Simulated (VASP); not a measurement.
Write the native input for VASP 6.6.1 that does the following.

```
Task                   : single point
Functional             : PBE
Potentials or basis    : VASP PAW PBE potentials, release 64 (Ga_d, N)
Cutoff                 : 520 eV
k mesh                 : 12 × 12 × 4
Occupations            : fermi-dirac, width 0.02 eV
Spin                   : no spin polarisation
Dipole correction      : no
Further INCAR settings : ALGO = Normal; EDIFF = 1e-07; NBANDS = 46
```

The structure of GaN lies in POSCAR:

```
GaN
1.0
    3.2171330139      0.0000000000      0.0000000000
   -1.6085665069      2.7861189174      0.0000000000
    0.0000000000      0.0000000000     10.4954066517
Ga N
4 4
Direct
    0.0000000000      0.0000000000     -0.0003500083
    0.3333333333      0.6666666667      0.2499403964
    0.0000000000      0.0000000000      0.4996499917
    0.6666666667      0.3333333333      0.7499403964
    0.0000000000      0.0000000000      0.1876293227
    0.3333333333      0.6666666667      0.4377802891
    0.0000000000      0.0000000000      0.6876293227
    0.6666666667      0.3333333333      0.9377802891
```

The input as run:

INCAR

```
PREC     = Accurate       # precision mode
ENCUT    = 520            # plane-wave cutoff, eV
EDIFF    = 1E-7           # SCF threshold, eV
ISMEAR   = -1             # smearing method
SIGMA    = 0.02           # smearing width, eV
LREAL    = F              # projectors in reciprocal space
LASPH    = T              # aspherical terms in the spheres
NELM     = 100            # most SCF steps
ALGO     = Normal         # electronic algorithm
ISIF     = 2              # what is computed and relaxed
LWAVE    = F              # write WAVECAR
LCHARG   = F              # write CHGCAR
GGA      = PE             # functional
NBANDS   = 46             # bands
```

KPOINTS

```
regular mesh
0
Gamma
  12 12 4
```

Potentials or basis: VASP PAW PBE potentials, release 64 (Ga_d, N).

Run with:

```bash
$ cat potpaw_PBE.64/Ga_d/POTCAR potpaw_PBE.64/N/POTCAR > POTCAR
$ mpirun -np 1 vasp_std > vasp.out
```

It gave:

```json
{"Pressure": "0.1 GPa", "Band gap on the k mesh": "1.63 eV"}
```

Wall time 7.2 min on 1 thread of AMD EPYC 7R13, on a shared host, peak memory 0.29 GiB.
